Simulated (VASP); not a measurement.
A run of VASP 6.6.1:

Contents of INCAR:

```
PREC     = Accurate       # precision mode
ENCUT    = 820            # plane-wave cutoff, eV
EDIFF    = 1E-6           # SCF threshold, eV
ISMEAR   = -1             # smearing method
SIGMA    = 0.05           # smearing width, eV
LREAL    = False          # projectors in reciprocal space
LASPH    = True           # aspherical terms in the spheres
NELM     = 120            # most SCF steps
ALGO     = Normal         # electronic algorithm
ISIF     = 2              # what is computed and relaxed
LWAVE    = False          # write WAVECAR
LCHARG   = False          # write CHGCAR
GGA      = PS             # functional
NBANDS   = 16             # bands
GGA_COMPAT= False
```

File KPOINTS:

```
regular mesh
0
Gamma
  13 13 13
```

Contents of POSCAR:

```
Cu
1.0
   -1.4383870574      1.4383870574      1.3726297551
    1.4383870574     -1.4383870574      1.3726297551
    1.4383870574      1.4383870574     -1.3726297551
Cu
1
Direct
    0.0000000000      0.0000000000      0.0000000000
```

Potentials or basis: VASP PAW PBE potentials, release 64 (Cu_sv_GW).

Command:

```console
$ cat potpaw_PBE.64/Cu_sv_GW/POTCAR > POTCAR
$ mpirun -np 1 vasp_std > vasp.out
```

Hardware: 1 thread of Intel(R) Xeon(R) 6975P-C (Granite Rapids), with other jobs on the host.

Q: Estimate the wall time of this run.

A: Wall time 19 s on 1 thread of Intel(R) Xeon(R) 6975P-C (Granite Rapids) (shared host), peak memory 0.21 GiB. Counts: scf iterations 11, k points 196.
